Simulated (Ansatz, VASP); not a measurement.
**One calculation of Al2C3, two programs**

File INCAR:

```
ALGO     = Normal         # electronic algorithm
EDIFF    = 1E-6           # SCF threshold, eV
EDIFFG   = -0.01          # ionic threshold
ENCUT    = 600            # plane-wave cutoff, eV
GGA      = PE             # functional
IBRION   = 2              # ionic algorithm
ISIF     = 3              # what is computed and relaxed
ISMEAR   = 0              # smearing method
LASPH    = True           # aspherical terms in the spheres
LCHARG   = False          # write CHGCAR
LREAL    = False          # projectors in reciprocal space
LWAVE    = False          # write WAVECAR
NELM     = 100            # most SCF steps
NSW      = 100            # ionic steps
PREC     = Accurate       # precision mode
SIGMA    = 0.1            # smearing width, eV
```

KPOINTS

```
k-points
0
Gamma
  18 18 4
```

Contents of POSCAR:

```
Al2C3
1.0
    2.5668350876      0.0000000000      0.0000000000
   -1.2834175438      2.2229443932      0.0000000000
    0.0000000000      0.0000000000     10.8677156521
Al C
2 3
Direct
    0.6666666667      0.3333333333      0.3164160823
    0.6666666667      0.3333333333      0.6835839177
    0.3333333333      0.6666666667      0.0000000000
    0.6666666667      0.3333333333      0.0000000000
    0.6666666667      0.3333333333      0.5000000000
```

Input for Ansatz:

```yaml
crystal:
  lattice:
    - [2.5668350876, 0.0, 0.0]
    - [-1.2834175438, 2.2229443932, 0.0]
    - [0.0, 0.0, 10.8677156521]
  atoms:
    - { symbol: Al, position: [0.6666666667, 0.3333333333, 0.3164160823] }
    - { symbol: Al, position: [0.6666666667, 0.3333333333, 0.6835839177] }
    - { symbol: C, position: [0.3333333333, 0.6666666667, 0.0] }
    - { symbol: C, position: [0.6666666667, 0.3333333333, 0.0] }
    - { symbol: C, position: [0.6666666667, 0.3333333333, 0.5] }
basis:
  ecutwfc: 420
kpoints:
  mp_grid: { grid: [18, 18, 4] }
hamiltonian:
  xc: pbe
scf:
  occupations: { method: gaussian, width: 0.1 }
output:
  forces: true
  stress: true
  eigenvalues: true
relax:
  adjacent_minimum: "off"
  f_tol: 0.01
  max_steps: 80
  cell: { stress_tol: 0.05 }
```

Alike in both runs: task relaxation of cell and atoms; functional PBE; k mesh 18 × 18 × 4; occupations gaussian, width 0.1 eV; no spin polarisation.

|  | VASP | Ansatz |
| --- | --- | --- |
| version | VASP 6.6.1 | Ansatz 0.2.0 |
| potentials or method | VASP PAW PBE potentials, release 64 (Al, C), cutoff 600 eV | scalar-relativistic, plane waves, PAW |
| valence electrons in the cell | 18 | 18 |

|  | VASP | Ansatz | Ansatz less VASP |
| --- | --- | --- | --- |
| gap on the k mesh at the Fermi level, each at its own relaxed structure (eV) | none | none | - |
| relaxed volume (Å³/atom) | 12.68 | 12.83 | +0.151 |
| relaxed length of the cell vector where the two differ most in proportion (Å) | 11.163 | 11.296 | +0.1327 |

A gap of «none» marks a metal or a gap that the smearing closes.
